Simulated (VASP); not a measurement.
# MgO (P-4m2) in VASP: further runs, part 2 of 2

VASP 6.6.1.

## (3) Single point, LDA (mode 14 frozen in at -0.014 Å and mode 24 at -0.058 Å (largest displacements))

Contents of INCAR:

```
SYSTEM = MgO
ALGO     = Normal         ! electronic algorithm
EDIFF    = 1E-6           ! SCF threshold, eV
ENCUT    = 520            ! plane-wave cutoff, eV
ISIF     = 2              ! what is computed and relaxed
ISMEAR   = 0              ! smearing method
LASPH    = .TRUE.         ! aspherical terms in the spheres
LCHARG   = .FALSE.        ! write CHGCAR
LREAL    = .FALSE.        ! projectors in reciprocal space
LWAVE    = .FALSE.        ! write WAVECAR
NBANDS   = 36             ! bands
NELM     = 60             ! most SCF steps
PREC     = Accurate       ! precision mode
SIGMA    = 0.05           ! smearing width, eV
```

Contents of KPOINTS:

```
k-points
0
G
  4 4 4
  0 0 0
```

Contents of POSCAR:

```
MgO
1.0
    5.5230736673      0.0000000000      0.0000000000
    0.0000000000      5.5230736673      0.0000000000
    0.0000000000      0.0000000000      5.5230736673
Mg O
6 6
Direct
    0.2500000000     -0.0079484901      0.5000000000
    0.0000000000      0.5079484901      0.2500000000
    0.5000000000      0.7500000000      0.0000000000
    0.7500000000     -0.0079484901      0.5000000000
    0.0000000000      0.5079484901      0.7500000000
    0.5000000000      0.2500000000      0.0000000000
    0.2500000000      0.4915995730      0.0000000000
    0.5000000000      0.0084004270      0.2500000000
    0.0000000000      0.7500000000      0.5000000000
    0.7500000000      0.4915995730      0.0000000000
    0.5000000000      0.0084004270      0.7500000000
    0.0000000000      0.2500000000      0.5000000000
```

Potentials or basis: VASP PAW LDA potentials, release 64 (Mg, O).

Run with:

```sh
$ cat potpaw_LDA.64/Mg/POTCAR potpaw_LDA.64/O/POTCAR > POTCAR
$ mpirun -np 1 vasp_std > vasp.out
```

OUTCAR:

```text
SYSTEM = MgO
   EDIFF = 1E-6
   ENCUT = 520
   ISIF = 2
   ISMEAR = 0
   LASPH = .TRUE.
   LREAL = .FALSE.
   NELM = 60
   PREC = Accurate

 ion  position               nearest neighbor table
   1  0.250  0.992  0.500-   9 1.92   8 1.95  11 1.95  12 1.98   4 2.76   4 2.76   5 3.31   2 3.31
                             3 3.36   3 3.36   6 3.40   6 3.40   2 3.45   5 3.45
   2  0.000  0.508  0.250-   9 1.92   7 1.95  10 1.95  12 1.98   5 2.76   5 2.76   1 3.31   4 3.31
                             3 3.36   3 3.36   6 3.40   6 3.40   1 3.45   4 3.45
   3  0.500  0.750  0.000-   7 1.99   8 1.99  10 1.99  11 1.99   6 2.76   6 2.76   2 3.36   5 3.36
                             2 3.36   5 3.36   4 3.36   1 3.36   4 3.36   1 3.36
   4  0.750  0.992  0.500-   9 1.92   8 1.95  11 1.95  12 1.98   1 2.76   1 2.76   5 3.31   2 3.31
[... 935 lines left out ...]
     5.523073667  0.000000000  0.000000000     0.181058603  0.000000000  0.000000000
     0.000000000  5.523073667  0.000000000     0.000000000  0.181058603  0.000000000
     0.000000000  0.000000000  5.523073667     0.000000000  0.000000000  0.181058603

 POSITION                                       TOTAL-FORCE (eV/Angst)
 -----------------------------------------------------------------------------------
      1.38077      5.47917      2.76154         0.051873      0.888238     -0.000000
      0.00000      2.80544      1.38077         0.000000     -0.888238     -0.051873
      2.76154      4.14231      0.00000         0.000000      0.000000     -0.000000
      4.14231      5.47917      2.76154        -0.051873      0.888238     -0.000000
      0.00000      2.80544      4.14231         0.000000     -0.888238      0.051873
      2.76154      1.38077      0.00000         0.000000      0.000000     -0.000000
      1.38077      2.71514      0.00000        -0.059911      0.815526     -0.000000
      2.76154      0.04640      1.38077         0.000000     -0.815526      0.059911
      0.00000      4.14231      2.76154         0.000000      0.000000     -0.000000
      4.14231      2.71514      0.00000         0.059911      0.815526     -0.000000
      2.76154      0.04640      4.14231         0.000000     -0.815526     -0.059911
      0.00000      1.38077      2.76154         0.000000      0.000000     -0.000000
 -----------------------------------------------------------------------------------
    total drift:                                0.000000      0.000000     -0.000000

  FREE ENERGIE OF THE ION-ELECTRON SYSTEM (eV)
  ---------------------------------------------------
  free  energy   TOTEN  =       -77.2726766151 eV

  energy  without entropy=      -77.2726766151  energy(sigma->0) =      -77.27267662
```

stdout:

```text
POSCAR found type information on POSCAR MgO
 POSCAR found :  2 types and      12 ions
 scaLAPACK will be used
 LDA part: xc-table for (Slater(with rela. corr.)+CA(PZ))
 , standard interpolation
 POSCAR, INCAR and KPOINTS ok, starting setup
 FFT: planning ... GRIDC
 FFT: planning ... GRID_SOFT
 FFT: planning ... GRID
 WAVECAR not read
 entering main loop
```

Wall time 1.9 min (1 thread of Intel Xeon 6975P-C, shared host); peak memory 0.25 GiB.

What came out:

```
Free energy            : -77.2727 eV
Pressure               : -0.6 GPa
Largest force          : 0.890 eV/Å
Band gap on the k mesh : 2.80 eV, indirect (least direct gap 2.81 eV)
```

Forces in eV/Å, atoms in the order of the input:
```
Mg   0.052  0.888  0.000
Mg   0.000 -0.888 -0.052
Mg   0.000  0.000  0.000
Mg  -0.052  0.888  0.000
Mg   0.000 -0.888  0.052
Mg   0.000  0.000  0.000
O   -0.060  0.816  0.000
O    0.000 -0.816  0.060
O    0.000  0.000  0.000
O    0.060  0.816  0.000
O    0.000 -0.816 -0.060
O    0.000  0.000  0.000
```

Stress tensor (GPa, compression positive):
```
-0.57  0.00  0.00
 0.00 -0.75  0.00
 0.00  0.00 -0.57
```

Caveat: the cell differs from its parent crystal (mode 14 frozen in at -0.014 Å and mode 24 at -0.058 Å (largest displacements)).

## (4) Single point, LDA (mode 14 frozen in at -0.029 Å and mode 24 at +0.029 Å (largest displacements))

Contents of INCAR:

```
SYSTEM = MgO
ALGO = Normal
EDIFF = 1E-6
ENCUT = 520
GGA = CA
ISIF = 2
ISMEAR = 0
LASPH = .TRUE.
LCHARG = .FALSE.
LREAL = .FALSE.
LWAVE = .FALSE.
NBANDS = 36
NELM = 80
PREC = Accurate
SIGMA = 0.05
```

KPOINTS is that of step 3.

Contents of POSCAR:

```
MgO
1.0
    5.5230736673      0.0000000000      0.0000000000
    0.0000000000      5.5230736673      0.0000000000
    0.0000000000      0.0000000000      5.5230736673
Mg O
6 6
Direct
    0.2500000000     -0.0025438646      0.5000000000
    0.0000000000      0.5025438646      0.2500000000
    0.5000000000      0.7500000000      0.0000000000
    0.7500000000     -0.0025438646      0.5000000000
    0.0000000000      0.5025438646      0.7500000000
    0.5000000000      0.2500000000      0.0000000000
    0.2500000000      0.5092715848      0.0000000000
    0.5000000000     -0.0092715848      0.2500000000
    0.0000000000      0.7500000000      0.5000000000
    0.7500000000      0.5092715848      0.0000000000
    0.5000000000     -0.0092715848      0.7500000000
    0.0000000000      0.2500000000      0.5000000000
```

Potentials or basis: VASP PAW LDA potentials, release 64 (Mg, O).

Run with:

```sh
$ cat potpaw_LDA.64/Mg/POTCAR potpaw_LDA.64/O/POTCAR > POTCAR
$ mpirun -np 1 vasp_std > vasp.out
```

OUTCAR:

```text
SYSTEM = MgO
   EDIFF = 1E-6
   ENCUT = 520
   GGA = CA
   ISIF = 2
   ISMEAR = 0
   LASPH = .TRUE.
   LREAL = .FALSE.
   NELM = 80
   PREC = Accurate

 ion  position               nearest neighbor table
   1  0.250  0.997  0.500-   9 1.94   8 1.95  11 1.95  12 1.96   4 2.76   4 2.76   5 3.36   2 3.36
                             3 3.38   3 3.38   6 3.39   6 3.39   2 3.41   5 3.41
   2  0.000  0.503  0.250-   9 1.94   7 1.95  10 1.95  12 1.96   5 2.76   5 2.76   1 3.36   4 3.36
                             3 3.38   3 3.38   6 3.39   6 3.39   1 3.41   4 3.41
   3  0.500  0.750  0.000-   7 1.92   8 1.92  10 1.92  11 1.92   6 2.76   6 2.76   4 3.38   5 3.38
                             1 3.38   1 3.38   4 3.38   2 3.38   2 3.38   5 3.38
[... 934 lines left out ...]
  volume of cell :      168.48
      direct lattice vectors                 reciprocal lattice vectors
     5.523073667  0.000000000  0.000000000     0.181058603  0.000000000  0.000000000
     0.000000000  5.523073667  0.000000000     0.000000000  0.181058603  0.000000000
     0.000000000  0.000000000  5.523073667     0.000000000  0.000000000  0.181058603

 POSITION                                       TOTAL-FORCE (eV/Angst)
 -----------------------------------------------------------------------------------
      1.38077      5.50902      2.76154         0.007049      0.012593      0.000000
      0.00000      2.77559      1.38077         0.000000     -0.012593     -0.007049
      2.76154      4.14231      0.00000         0.000000      0.000000      0.000000
      4.14231      5.50902      2.76154        -0.007049      0.012593      0.000000
      0.00000      2.77559      4.14231         0.000000     -0.012593      0.007049
      2.76154      1.38077      0.00000         0.000000     -0.000000      0.000000
      1.38077      2.81274      0.00000        -0.052947     -0.643509      0.000000
      2.76154      5.47187      1.38077        -0.000000      0.643509      0.052947
      0.00000      4.14231      2.76154         0.000000     -0.000000      0.000000
      4.14231      2.81274      0.00000         0.052947     -0.643509      0.000000
      2.76154      5.47187      4.14231        -0.000000      0.643509     -0.052947
      0.00000      1.38077      2.76154         0.000000     -0.000000      0.000000
 -----------------------------------------------------------------------------------
    total drift:                                0.000000     -0.000000      0.000000

  FREE ENERGIE OF THE ION-ELECTRON SYSTEM (eV)
  ---------------------------------------------------
  free  energy   TOTEN  =       -77.3600938531 eV

  energy  without entropy=      -77.3600938531  energy(sigma->0) =      -77.36009385
```

stdout:

```text
POSCAR found type information on POSCAR MgO
 POSCAR found :  2 types and      12 ions
 scaLAPACK will be used
 LDA part: xc-table for (Slater(with rela. corr.)+CA(PZ))
 , standard interpolation
 POSCAR, INCAR and KPOINTS ok, starting setup
 FFT: planning ... GRIDC
 FFT: planning ... GRID_SOFT
 FFT: planning ... GRID
 WAVECAR not read
 entering main loop
```

It took 99 s on 1 thread of Intel Xeon 6975P-C, shared host; peak memory 0.25 GiB.

Results:

```yaml
Free_energy: -77.3601 eV
Pressure: -0.6 GPa
Largest_force: 0.646 eV/Å
Band_gap_on_the_k_mesh: 2.85 eV, direct
```

Forces in eV/Å, atoms in the order of the input:
```
Mg   0.007  0.013  0.000
Mg   0.000 -0.013 -0.007
Mg   0.000  0.000  0.000
Mg  -0.007  0.013  0.000
Mg   0.000 -0.013  0.007
Mg   0.000  0.000  0.000
O   -0.053 -0.644  0.000
O    0.000  0.644  0.053
O    0.000  0.000  0.000
O    0.053 -0.644  0.000
O    0.000  0.644 -0.053
O    0.000  0.000  0.000
```

Caveat: the cell differs from its parent crystal (mode 14 frozen in at -0.029 Å and mode 24 at +0.029 Å (largest displacements)).
